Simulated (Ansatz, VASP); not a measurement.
## Two plane-wave programs on Al

```
CELL_PARAMETERS angstrom
8.10000 0.00000 0.00000
0.00000 8.10000 0.00000
0.00000 0.00000 8.10000
ATOMIC_POSITIONS crystal
Al 0.49190 0.00812 0.00673
Al 0.75079 0.24984 0.99004
Al 0.75076 0.98645 0.24896
Al 0.00732 0.00696 0.00562
Al 0.24889 0.25080 0.91851
Al 0.49275 0.49239 0.00590
Al 0.74938 0.75043 0.99803
Al 0.24879 0.94307 0.25870
Al 0.55768 0.25087 0.25869
Al 0.75076 0.51417 0.24896
Al 0.50072 0.99928 0.49966
Al 0.75077 0.24983 0.51637
Al 0.74936 0.99532 0.75513
Al 0.00641 0.49360 0.00476
Al 0.25016 0.74937 0.99006
Al 0.94839 0.25088 0.25866
Al 0.24878 0.55230 0.25867
Al 0.51337 0.74939 0.24896
Al 0.99852 0.99830 0.50076
Al 0.24896 0.25075 0.53459
Al 0.50145 0.50123 0.50049
Al 0.74936 0.75044 0.50662
Al 0.25017 0.98415 0.74434
Al 0.51571 0.24983 0.74433
Al 0.74935 0.50502 0.75515
Al 0.98571 0.74940 0.24895
Al 0.99779 0.50220 0.50156
Al 0.25018 0.74939 0.51635
Al 0.98346 0.24984 0.74438
Al 0.25017 0.51641 0.74437
Al 0.50458 0.75044 0.75512
Al 0.99488 0.75045 0.75515
Al 0.25423 0.24679 0.21765
```

Alike in both runs: functional PBEsol; k mesh 3 × 3 × 3; occupations gaussian, width 0.05 eV; no spin polarisation.

Ansatz relaxed the structure, and its values are those at the end. VASP's run is a single point on that final structure, the one shown.

|  | VASP | Ansatz |
| --- | --- | --- |
| version | VASP 6.6.1 | Ansatz 0.2.0 |
| potentials or method | VASP PAW PBE potentials, release 64 (Al), cutoff 520 eV | scalar-relativistic, plane waves, PAW |
| valence electrons in the cell | 99 | 99 |

```tsv
	VASP	Ansatz	Ansatz less VASP
rms of the force components (eV/Å)	0.003	0.002	-0.0013
```

VASP's potentials were made for PBE, not for PBEsol, and Ansatz warns of the same on its side.
